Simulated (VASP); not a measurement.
Wanted: the native input for a VASP 6.6.1 run.

| Property | Result |
| --- | --- |
| Task | single point |
| Functional | LDA |
| Potentials or basis | VASP PAW LDA potentials, release 64 (Sc_sv, F) |
| Cutoff | 520 eV |
| k mesh | 6 × 6 × 6 |
| Occupations | gaussian, width 0.05 eV |
| Spin | no spin polarisation |
| Dipole correction | no |
| Further INCAR settings | ALGO = Normal; EDIFF = 1e-06; NBANDS = 24 |

The structure of ScF3 lies in POSCAR:

```
ScF3
1.0
    4.1729480000      0.0000000000      0.0000000000
    0.0000000000      4.1729480000      0.0000000000
    0.0000000000      0.0000000000      4.3334460000
Sc F
1 3
Direct
    0.0000000000      0.0000000000      0.0000000000
    0.5000000000      0.0000000000      0.0000000000
    0.0000000000      0.5000000000      0.0000000000
    0.0000000000      0.0000000000      0.5000000000
```

This cell differs from its parent crystal: strain +0.040 along x and y, +0.080 along z.

One way to write it, as run:

INCAR

```
SYSTEM = ScF3
PREC     = Accurate       ! precision mode
ENCUT    = 520            ! plane-wave cutoff, eV
EDIFF    = 1E-6           ! SCF threshold, eV
ISMEAR   = 0              ! smearing method
SIGMA    = 0.05           ! smearing width, eV
LREAL    = .False.        ! projectors in reciprocal space
LASPH    = .True.         ! aspherical terms in the spheres
NELM     = 80             ! most SCF steps
ALGO     = Normal         ! electronic algorithm
ISIF     = 2              ! what is computed and relaxed
LWAVE    = .False.        ! write WAVECAR
LCHARG   = .False.        ! write CHGCAR
GGA      = CA             ! functional
NBANDS   = 24             ! bands
```

KPOINTS

```
regular mesh
0
Gamma
  6 6 6
  0 0 0
```

Potentials or basis: VASP PAW LDA potentials, release 64 (Sc_sv, F).

Run with:

```sh
$ cat potpaw_LDA.64/Sc_sv/POTCAR potpaw_LDA.64/F/POTCAR > POTCAR
$ mpirun -np 1 vasp_std > vasp.out
```

Results of the run:

```yaml
Pressure: -12.5 GPa
Band_gap_on_the_k_mesh: 5.27 eV, indirect (least direct gap 5.55 eV)
```

Caveat: the cell differs from its parent crystal (strain +0.040 along x and y, +0.080 along z).

Run time: 25 s on 1 thread of Intel(R) Xeon(R) 6975P-C (Granite Rapids) (shared host), peak memory 0.19 GiB.
